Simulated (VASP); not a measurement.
Input of a VASP 6.6.1 run:

File INCAR:

```
PREC     = Accurate       # precision mode
ENCUT    = 520            # plane-wave cutoff, eV
EDIFF    = 1E-7           # SCF threshold, eV
ISMEAR   = -1             # smearing method
SIGMA    = 0.1            # smearing width, eV
LREAL    = F              # projectors in reciprocal space
LASPH    = T              # aspherical terms in the spheres
NELM     = 80             # most SCF steps
ALGO     = Normal         # electronic algorithm
ISIF     = 2              # what is computed and relaxed
LWAVE    = F              # write WAVECAR
LCHARG   = F              # write CHGCAR
GGA      = PS             # functional
NBANDS   = 22             # bands
```

File KPOINTS:

```
Automatic mesh
0
Gamma
  6 6 9
```

The input POSCAR:

```
Sr
1.0
    6.5444265257      0.0000000000      0.0000000000
   -3.2722132629      5.6676396245      0.0000000000
    0.0000000000      0.0000000000      3.9038691639
Sr
3
Direct
    0.0000000000      1.0000000000      0.0000000000
    0.3333333333      0.6666666667      0.5000000000
    0.6666666667      0.3333333333      0.5000000000
```

Potentials or basis: VASP PAW PBE potentials, release 64 (Sr_sv).

Run with:

```sh
$ cat potpaw_PBE.64/Sr_sv/POTCAR > POTCAR
$ mpirun -np 1 vasp_std > vasp.out
```

Q: What does it give for the pressure?

A: 1.1 GPa.

Q: Estimate the band gap on the k mesh.

A: Zero (bands 15 and 16 overlap by 0.32 eV).

Stress tensor (GPa, compression positive):
```
1.17 0.00 0.00
0.00 1.17 0.00
0.00 0.00 0.94
```

Caveat: the PAW data sets were made with another functional, which shifts forces and pressure a little.
